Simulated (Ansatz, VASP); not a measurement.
# Two plane-wave programs on Cd3S2

```
Cd S
1.0
     1.92636    1.11219    8.55602
    -1.92636    1.11219    8.55602
     0.00000   -2.22437    8.55602
Cd S
3 2
Direct
  0.00000 0.00000 0.00000
  0.20835 0.20835 0.20835
  0.79165 0.79165 0.79165
  0.39598 0.39598 0.39598
  0.60402 0.60402 0.60402
```

Alike in both runs: functional PBE; k mesh 6 × 6 × 6; occupations gaussian, width 0.1 eV; no spin polarisation.

Ansatz relaxed the structure, and its values are those at the end. VASP's run is a single point on that final structure, the one shown.

```csv
,VASP,Ansatz
version,VASP 6.6.1,Ansatz 0.2.0
potentials or method,"VASP PAW PBE potentials, release 64 (Cd, S), cutoff 520 eV","scalar-relativistic, plane waves, PAW"
valence electrons in the cell,48,72
```

VASP gave:

```
gap on the k mesh at the Fermi level (eV) : 0.16
least direct gap on the mesh (eV)         : 0.40
pressure (GPa)                            : 0.1
rms of the force components (eV/Å)        : 0.016
```

Task: Which values does Ansatz return?

Result: gap on the k mesh at the Fermi level (eV): 0.16; least direct gap on the mesh (eV): 0.40; pressure (GPa): -0.2; rms of the force components (eV/Å): 0.015.

The functional is the same, so the differences come from potentials, cutoffs and numerics. VASP's potentials hold 48 valence electrons a cell and Ansatz's 72, so a difference there can come from the potentials and not from the codes.
